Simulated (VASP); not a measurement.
Runs of VASP 6.6.1 on Al. The structure is that of space group P6_3/mmc (No. 194), or close to it. The cells are those of the table. This isn't the form of Al at room conditions, which is fcc.

```csv
cell,further INCAR settings,gap on the mesh (eV),pressure (GPa)
"a = 3.055, b = 3.055, c = 8.034 Å, angles 90.0, 90.0, 120.0°, 4 atoms",ALGO = Fast; EDIFF = 1e-06; NBANDS = 14,none,4.8
"a = 2.791, b = 2.791, c = 9.630 Å, angles 90.0, 90.0, 120.0°, 4 atoms",ALGO = Fast; EDIFF = 1e-06; NBANDS = 14,none,0.4
"a = 2.669, b = 2.669, c = 10.527 Å, angles 90.0, 90.0, 120.0°, 4 atoms",ALGO = Fast; EDIFF = 1e-06; NBANDS = 14,none,4.1
"a = 2.875, b = 2.875, c = 9.072 Å, angles 90.0, 90.0, 120.0°, 4 atoms",ALGO = Fast; EDIFF = 1e-06; NBANDS = 14,none,(a)
"a = 2.916, b = 2.916, c = 8.818 Å, angles 90.0, 90.0, 120.0°, 4 atoms",ALGO = Fast; EDIFF = 1e-06; NBANDS = 14,none,0.7
"a = 2.599, b = 2.599, c = 11.104 Å, angles 90.0, 90.0, 120.0°, 4 atoms",ALGO = Fast; EDIFF = 1e-07; NBANDS = 14,none,8.4
"a = 2.748, b = 2.748, c = 9.934 Å, angles 90.0, 90.0, 120.0°, 4 atoms",ALGO = Fast; EDIFF = 1e-07; NBANDS = 14,none,(b)
"a = 2.994, b = 2.994, c = 8.365 Å, angles 90.0, 90.0, 120.0°, 4 atoms",ALGO = Fast; EDIFF = 1e-07; NBANDS = 14,none,(c)
```

Alike in all rows: task single point; level PBEsol; potentials or basis VASP PAW PBE potentials, release 64 (Al); no spin polarisation; k mesh 24 × 24 × 6; cutoff (eV) 520; smearing gaussian 0.15 eV.

**Question.** Fill in the values left out.

**Answer.** (a) 0.2; (b) 1.2; (c) 2.5.

Caveats: the PAW data sets were made with another functional, which shifts forces and pressure a little; the cell stands under pressure (at least some runs).

A gap of «none» marks levels without a gap at the run's occupations.
